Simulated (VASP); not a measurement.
## Be2S: relaxation of cell and atoms with PBE

Be2S:

```xyz
3
Lattice="3.1582 0.0000 0.0000 0.0000 3.1582 0.0000 0.0000 0.0000 3.9385" Properties=species:S:1:pos:R:3 pbc="T T T"
Be    0.0000    1.5791    0.6639
Be    1.5791    0.0000    3.2746
S     1.5791    1.5791    1.9692
```

| Property | Result |
| --- | --- |
| Program | VASP 6.6.1 |
| Task | relaxation of cell and atoms |
| Functional | PBE |
| Potentials or basis | VASP PAW PBE potentials, release 64 (Be, S) |
| Cutoff | 600 eV |
| k mesh | 14 × 14 × 12 |
| Occupations | gaussian, width 0.1 eV |
| Spin | no spin polarisation |
| Dipole correction | no |
| Further INCAR settings | ALGO = Normal; EDIFF = 1e-06; IBRION = 2; EDIFFG = -0.01; NSW = 100; ISIF = 3 |

* Relaxed volume: 13.11 Å³/atom
* Relaxed cell: a = 3.159 Å, b = 3.159 Å, c = 3.942 Å, α = 90.00°, β = 90.00°, γ = 90.00°
* Space group after relaxing (to 0.05 Å): P-4m2 (No. 115)
* Energy gained by relaxing: 0.0 meV/atom
* Ionic steps: 2
* Pressure after relaxing: -0.1 GPa
* Band gap on the k mesh: zero (band 5 reaches 6.17 eV, above the bottom of band 6 at 5.02 eV)

Forces in eV/Å, atoms in the order of the input:
```
Be   0.000  0.000 -0.002
Be   0.000  0.000  0.002
S    0.000  0.000  0.000
```

Final structure:
```
Be S
1.0
     3.15867    0.00000    0.00000
     0.00000    3.15867    0.00000
     0.00000    0.00000    3.94203
Be S
2 1
Direct
  0.00000 0.50000 0.16829
  0.50000 0.00000 0.83171
  0.50000 0.50000 0.50000
```

Levels at points of the mesh, in eV from the Fermi level:
```tsv
k point	band 3	band 4	band 5	band 6	band 7	band 8
(0.00, 0.00, 0.00)	-3.76	-2.94	-2.94	3.41	4.31	6.87
(0.50, 0.00, 0.00)	-4.65	-2.09	-0.61	-0.58	3.56	5.43
(0.50, 0.50, 0.00)	-6.19	-3.96	-2.19	1.59	2.68	2.68
(0.00, 0.00, 0.50)	-2.40	-2.40	0.58	3.02	3.02	3.96
(0.50, 0.00, 0.50)	-7.03	-3.19	-1.76	3.47	5.70	6.27
(0.50, 0.50, 0.50)	-5.94	-5.94	-0.53	0.55	0.55	0.98
```

Wall time 56 s on 1 thread of AMD EPYC 9R45 96-Core Processor (Zen 5), with other jobs on the host, peak memory 0.21 GiB.
